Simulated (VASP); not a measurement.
# Cl (Fd-3m) in VASP: single point with PBE

Aim: the single point of Cl with PBE.

Everything below comes from runs of VASP 6.6.1. Logs are shortened: lines on timing, memory, paths and dates and some standing lists are left out, and cuts for length are marked.

**1. The cell of the first run**

Symmetry: Fd-3m, No. 227, cubic system. The conventional cell has a = 6.464 Å, b = 6.464 Å, c = 6.464 Å, α = 90.00°, β = 90.00°, γ = 90.00°. Cl (site symmetry -43m) has 4 Cl at 2.80 Å within 3.7 Å.

**2. Single point, PBE**

File INCAR:

```
SYSTEM = Cl
PREC = Accurate
ENCUT = 500
EDIFF = 1E-6
ISMEAR = -1
SIGMA = 0.1
LREAL = .False.
LASPH = .True.
NELM = 120
ALGO = Normal
ISIF = 2
LWAVE = .False.
LCHARG = .False.
GGA = PE
NBANDS = 14
GGA_COMPAT = .False.
```

File KPOINTS:

```
Automatic mesh
0
Gamma
  4 4 4
  0 0 0
```

File POSCAR:

```
Cl
1.0
   -3.2319290683      0.0000000000      3.2319290683
    0.0000000000      3.2319290683      3.2319290683
   -3.2319290683      3.2319290683      0.0000000000
Cl
2
Direct
    0.0000000000      0.0000000000      0.0000000000
    0.2500000000      0.2500000000      0.2500000000
```

Potentials or basis: VASP PAW PBE potentials, release 64 (Cl).

Launch:

```sh
$ cat potpaw_PBE.64/Cl/POTCAR > POTCAR
$ mpirun -np 1 vasp_std > vasp.out
```

OUTCAR:

```text
SYSTEM = Cl
   PREC = Accurate
   ENCUT = 500
   EDIFF = 1E-6
   ISMEAR = -1
   LREAL = .False.
   LASPH = .True.
   NELM = 120
   ISIF = 2
   GGA = PE

 ion  position               nearest neighbor table
   1  0.000  0.000  0.000-
   2  0.250  0.250  0.250-

  LATTYP: Found a face centered cubic cell.
 ALAT       =     6.4638581366

  Lattice vectors:

 A1 = (  -3.2319290683,   0.0000000000,   3.2319290683)
 A2 = (   0.0000000000,   3.2319290683,   3.2319290683)
 A3 = (  -3.2319290683,   3.2319290683,   0.0000000000)

Analysis of symmetry for initial positions (statically):
=====================================================================
 Subroutine PRICEL returns:
 Original cell was already a primitive cell.

 Routine SETGRP: Setting up the symmetry group for a
 face centered cubic supercell.

 Subroutine GETGRP returns: Found 48 space group operations
 (whereof 24 operations were pure point group operations)
 out of a pool of 48 trial point group operations.

The static configuration has the point symmetry T_d .
 The point group associated with its full space group is O_h .

Analysis of symmetry for dynamics (positions and initial velocities):
=====================================================================
 Subroutine PRICEL returns:
 Original cell was already a primitive cell.

 Routine SETGRP: Setting up the symmetry group for a
 face centered cubic supercell.

 Subroutine GETGRP returns: Found 48 space group operations
 (whereof 24 operations were pure point group operations)
 out of a pool of 48 trial point group operations.

The dynamic configuration has the point symmetry T_d .
 The point group associated with its full space group is O_h .

 Subroutine INISYM returns: Found 48 space group operations
 (whereof 24 operations are pure point group operations),
 and found     1 'primitive' translations

----------------------------------------------------------------------------------------

                                     Primitive cell

  volume of cell :      67.5174

  direct lattice vectors                    reciprocal lattice vectors
    -3.231929068  0.000000000  3.231929068    -0.154706366 -0.154706366  0.154706366
     0.000000000  3.231929068  3.231929068     0.154706366  0.154706366  0.154706366
    -3.231929068  3.231929068  0.000000000    -0.154706366  0.154706366 -0.154706366

  length of vectors
     4.570637921  4.570637921  4.570637921     0.267959285  0.267959285  0.267959285

  position of ions in fractional coordinates (direct lattice)
     0.000000000  0.000000000  0.000000000
     0.250000000  0.250000000  0.250000000

  ion indices of the primitive-cell ions
   primitive index   ion index
                 1           1
                 2           2

----------------------------------------------------------------------------------------

 KPOINTS: Automatic mesh

Automatic generation of k-mesh.
 Grid dimensions read from file:
 generate k-points for:    4    4    4

 Generating k-lattice:

  Cartesian coordinates                     Fractional coordinates (reciprocal lattice)
    -0.038676591 -0.038676591  0.038676591     0.250000000  0.000000000  0.000000000
     0.038676591  0.038676591  0.038676591     0.000000000  0.250000000  0.000000000
    -0.038676591  0.038676591 -0.038676591     0.000000000  0.000000000  0.250000000

  Length of vectors
     0.066989821  0.066989821  0.066989821

  Shift w.r.t. Gamma in fractional coordinates (k-lattice)
     0.000000000  0.000000000  0.000000000

 Subroutine IBZKPT returns following result:
 ===========================================

 Found      8 irreducible k-points:

 Following reciprocal coordinates:
            Coordinates               Weight
  0.000000  0.000000  0.000000      1.000000
  0.250000  0.000000  0.000000      8.000000
  0.500000  0.000000  0.000000      4.000000
  0.250000  0.250000  0.000000      6.000000
  0.500000  0.250000  0.000000     24.000000
 -0.250000  0.250000  0.000000     12.000000
  0.500000  0.500000  0.000000      3.000000
 -0.250000  0.500000  0.250000      6.000000
   k-points           NKPTS =      8   k-points in BZ     NKDIM =      8   number of bands    NBANDS=     14
   number of dos      NEDOS =    301   number of ions     NIONS =      2
   total plane-waves  NPLWV =  46656
   dimension x,y,z NGX =    36 NGY =   36 NGZ =   36
   dimension x,y,z NGXF=    72 NGYF=   72 NGZF=   72
   ions per type =               2
   NGX,Y,Z   is equivalent  to a cutoff of  13.09, 13.09, 13.09 a.u.
   NGXF,Y,Z  is equivalent  to a cutoff of  26.19, 26.19, 26.19 a.u.
 SYSTEM =  Cl
   PREC   = accura    normal or accurate (medium, high low for compatibility)
   ISTART =      0    job   : 0-new  1-cont  2-samecut
   ICHARG =      2    charge: 1-file 2-atom 10-const
   ISPIN  =      1    spin polarized calculation?
   LNONCOLLINEAR =      F non collinear calculations
   LSORBIT =      F    spin-orbit coupling
   LASPH  =      T    aspherical Exc in radial PAW
   ENCUT  =  500.0 eV  36.75 Ry    6.06 a.u.   8.33  8.33  8.33*2*pi/ulx,y,z
   NELM   =    120;   NELMIN=  2; NELMDL= -5     # of ELM steps
   EDIFF  = 0.1E-05   stopping-criterion for ELM
   LREAL  =      F    real-space projection
   EDIFFG = 0.1E-04   stopping-criterion for IOM
   NSW    =      0    number of steps for IOM
   IBRION =     -1    ionic relax: 0-MD 1-quasi-New 2-CG
   NFREE  =      0    steps in history (QN), initial steepest desc. (CG)
   ISIF   =      2    stress and relaxation
   ISYM   =      2    0-nonsym 1-usesym 2-fastsym
   POTIM  = 0.5000    time-step for ionic-motion
   TEBEG  =    0.0;   TEEND  =   0.0 temperature during run
   PSTRESS=    0.0 pullay stress
   NELECT =      14.0000    total number of electrons
   NUPDOWN=      -1.0000    fix difference up-down
   EMIN   =  10.00;   EMAX   =-10.00  energy-range for DOS
   EFERMI =   0.00;   METHOD = LEGACY
   ISMEAR =    -1;   SIGMA  =   0.10  broadening in eV -4-tet -1-fermi 0-gaus
   EFERMI_NEDOS =   21; number of points for ismear=-14 and -15
   IALGO  =     38    algorithm
   IMIX   =      4    mixing-type and parameters
     AMIX     =   0.40;   BMIX     =  1.00
     AMIX_MAG =   1.60;   BMIX_MAG =  1.00
  volume/ion in A,a.u.               =      33.76       227.81
  Fermi-wavevector in a.u.,A,eV,Ry     =   0.968975  1.831096 12.774668  0.938912
  Thomas-Fermi vector in A             =   2.098989
   LORBIT       =      0    0 simple, 1 ext, 2 COOP (PROOUT), +10 PAW based schemes
   GGA     = PE    functional components
   LHFCALC =     F    Hartree Fock is set to
   AEXX    =    0.0000 exact exchange contribution
   IVDW    =     0    specifies the selected vdW correction
   LEPSILON=     F    determine dielectric tensor
   LRPA    =     F    only Hartree local field effects (RPA)
 non-spin polarized calculation
  energy-cutoff  :      500.00
  volume of cell :       67.52
 maximum number of plane-waves:      1724
 NGX is ok and might be reduce to    36
   NGX = 17   NGY = 17   NGZ = 17

 number of electron      13.9999998 magnetization

 Free energy of the ion-electron system (eV)
  ---------------------------------------------------
  ext. energy  EPLUGINS =         0.00000000
  ---------------------------------------------------
  free energy    TOTEN  =        -2.06447648 eV

  energy without entropy =       -1.91159773  energy(sigma->0) =       -1.98803710

 E-fermi :  -1.3192     XC(G=0):  -7.0582

 val. band max:       -1.4656598312   @ k =   0.5000   0.0000   0.0000
 cond. band min:      -1.2814087088   @ k =   0.5000   0.2500   0.0000
 fundamental gap:      0.1842511224
 Fermi energy:        -1.3192404383

 k-point     1 :       0.0000    0.0000    0.0000
  band No.  band energies     occupation
      1     -16.3798      2.00000
      2     -13.9962      2.00000
      3      -3.9914      2.00000
      4      -3.9914      2.00000
      5      -3.9914      2.00000
      6      -2.1505      1.99951
      7      -2.1505      1.99951
      8      -2.1505      1.99951
      9       5.1217      0.00000
     10       9.2870      0.00000
     11       9.2870      0.00000
     12      10.8150      0.00000
     13      10.8150      0.00000
     14      10.8150      0.00000

 k-point     2 :       0.2500    0.0000    0.0000
  band No.  band energies     occupation
      1     -16.1636      2.00000
      2     -14.2982      2.00000
      3      -4.2180      2.00000
      4      -4.2129      2.00000
      5      -4.2129      2.00000
      6      -1.8663      1.99162
      7      -1.8576      1.99086
      8      -1.8576      1.99086
      9       6.1465      0.00000
     10       8.7856      0.00000
     11       8.7856      0.00000
     12      10.0119      0.00000
     13      11.3429      0.00000
     14      11.9853      0.00000

 k-point     3 :       0.5000    0.0000    0.0000
  band No.  band energies     occupation
      1     -15.8503      2.00000
      2     -14.6941      2.00000
      3      -4.4646      2.00000
      4      -4.3876      2.00000
      5      -4.3876      2.00000
      6      -1.6170      1.90309
      7      -1.6170      1.90309
      8      -1.4657      1.62435
      9       7.4429      0.00000
     10       8.0787      0.00000
     11       9.0047      0.00000
     12       9.0047      0.00000
     13      10.9242      0.00000
     14      10.9242      0.00000
[... 52 lines left out ...]
 k-point     7 :       0.5000    0.5000    0.0000
  band No.  band energies     occupation
      1     -15.2969      2.00000
      2     -15.2969      2.00000
      3      -4.8136      2.00000
      4      -4.8136      2.00000
      5      -3.0939      2.00000
      6      -3.0939      2.00000
      7      -0.9837      0.06741
      8      -0.9837      0.06741
      9       6.9799      0.00000
     10       6.9799      0.00000
     11      10.9046      0.00000
     12      10.9046      0.00000
     13      12.3740      0.00000
     14      12.3773      0.00000

 k-point     8 :      -0.2500    0.5000    0.2500
  band No.  band energies     occupation
      1     -15.2964      2.00000
      2     -15.2964      2.00000
      3      -4.9023      2.00000
      4      -4.9023      2.00000
      5      -2.8946      2.00000
      6      -2.8946      2.00000
      7      -1.0863      0.17741
      8      -1.0863      0.17741
      9       6.9641      0.00000
     10       6.9641      0.00000
     11      10.5067      0.00000
     12      10.5067      0.00000
     13      12.1242      0.00000
     14      12.1242      0.00000

------------------------ aborting loop because EDIFF is reached ----------------------------------------

  FORCE on cell =-STRESS in cart. coord.  units (eV):
  Direction    XX          YY          ZZ          XY          YZ          ZX
  --------------------------------------------------------------------------------------
  -------------------------------------------------------------------------------------
  Total        0.0311970      0.0311970      0.0311970     -0.0000000      0.0000000      0.0000000
  in kB        0.7402997      0.7402997      0.7402997     -0.0000000      0.0000000      0.0000000
  external PRESSURE =       0.7402997 kB  Pullay stress =       0.0000000 kB

 VOLUME and BASIS-vectors are now :
 -----------------------------------------------------------------------------
  energy-cutoff  :      500.00
  volume of cell :       67.52
      direct lattice vectors                 reciprocal lattice vectors
    -3.231929068  0.000000000  3.231929068    -0.154706366 -0.154706366  0.154706366
     0.000000000  3.231929068  3.231929068     0.154706366  0.154706366  0.154706366
    -3.231929068  3.231929068  0.000000000    -0.154706366  0.154706366 -0.154706366

 POSITION                                       TOTAL-FORCE (eV/Angst)
 -----------------------------------------------------------------------------------
      0.00000      0.00000      0.00000        -0.000000      0.000000      0.000000
     -1.61596      1.61596      1.61596         0.000000     -0.000000     -0.000000
 -----------------------------------------------------------------------------------
    total drift:                               -0.000000      0.000000      0.000000

  FREE ENERGIE OF THE ION-ELECTRON SYSTEM (eV)
  ---------------------------------------------------
  free  energy   TOTEN  =        -2.0644764761 eV

  energy  without entropy=       -1.9115977300  energy(sigma->0) =       -1.98803710
```

Run time: 6.6 s. Hardware: 1 thread of Intel Xeon Platinum 8375C at 2.90GHz (Ice Lake), shared host; peak memory 0.18 GiB.

What came out:

| Quantity | Value |
| --- | --- |
| Free energy | -2.0645 eV |
| Pressure | 0.1 GPa |
| Band gap on the k mesh | zero (band 7 reaches -0.98 eV, above the bottom of band 8 at -2.15 eV) |

Caveat: the k points lie up to 0.42 Å⁻¹ apart.
